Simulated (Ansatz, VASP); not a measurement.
# Two plane-wave programs on ZnGeO2

INCAR

```
  PREC = Accurate
  ENCUT = 520
  EDIFF = 1E-6
  ISMEAR = 0
  SIGMA = 0.1
  LREAL = False
  LASPH = True
  NELM = 80
  ALGO = Normal
  ISIF = 2
  LWAVE = False
  LCHARG = True
  GGA = PE
  LELF = True
  LVHAR = True
  NBANDS = 27
```

Contents of KPOINTS:

```
regular mesh
0
Gamma
  6 6 4
```

Contents of POSCAR:

```
ZnGeO2
1.0
    3.4268845400      0.0000000000      0.0000000000
    0.0000000000      3.4268845400      0.0000000000
    0.0000000000      0.0000000000      4.8363706900
Zn Ge O
1 1 2
Direct
    0.5000000000      0.5000000000      0.5000000000
    0.0000000000      0.0000000000      0.0000000000
    0.0000000000      0.5000000000      0.2530086300
    0.5000000000      0.0000000000      0.7469913700
```

Input for Ansatz:

```yaml
crystal:
  lattice:
    - [3.42688454, 0.0, 0.0]
    - [0.0, 3.42688454, 0.0]
    - [0.0, 0.0, 4.83637069]
  atoms:
    - { symbol: Zn, position: [0.5, 0.5, 0.5] }
    - { symbol: Ge, position: [0.0, 0.0, 0.0] }
    - { symbol: O, position: [0.0, 0.5, 0.25300863] }
    - { symbol: O, position: [0.5, 0.0, 0.74699137] }
basis:
  ecutwfc: 420
kpoints:
  mp_grid: { grid: [6, 6, 4] }
hamiltonian:
  xc: pbe
scf:
  occupations: { method: gaussian, width: 0.1 }
  lower_state_search: "off"
output:
  forces: true
  stress: true
  eigenvalues: true
```

Change from the starting cell: species swapped into the CdHgSe2 type (P-4m2, No. 115).

Alike in both runs: task single point; functional PBE; k mesh 6 × 6 × 4; occupations gaussian, width 0.1 eV; no spin polarisation.

|  | VASP | Ansatz |
| --- | --- | --- |
| version | VASP 6.6.1 | Ansatz 0.2.0 |
| potentials or method | VASP PAW PBE potentials, release 64 (Zn, Ge_d, O), cutoff 520 eV | scalar-relativistic, plane waves, PAW |
| valence electrons in the cell | 38 | 38 |

Ansatz gave:

| Quantity | Value |
| --- | --- |
| gap on the k mesh at the Fermi level (eV) | none |
| pressure (GPa) | 1.9 |
| traceless stress, the component that is largest in VASP (GPa) | -1.00 |
| rms of the force components (eV/Å) | 0.436 |

Question: Which values does VASP return?

Answer: gap on the k mesh at the Fermi level (eV): none; pressure (GPa): 2.3; traceless stress, the component that is largest in VASP (GPa): -1.01; rms of the force components (eV/Å): 0.430.

Atom by atom the forces differ by 0.006 eV/Å (rms over components). A gap of «none» marks a metal or a gap that the smearing closes.
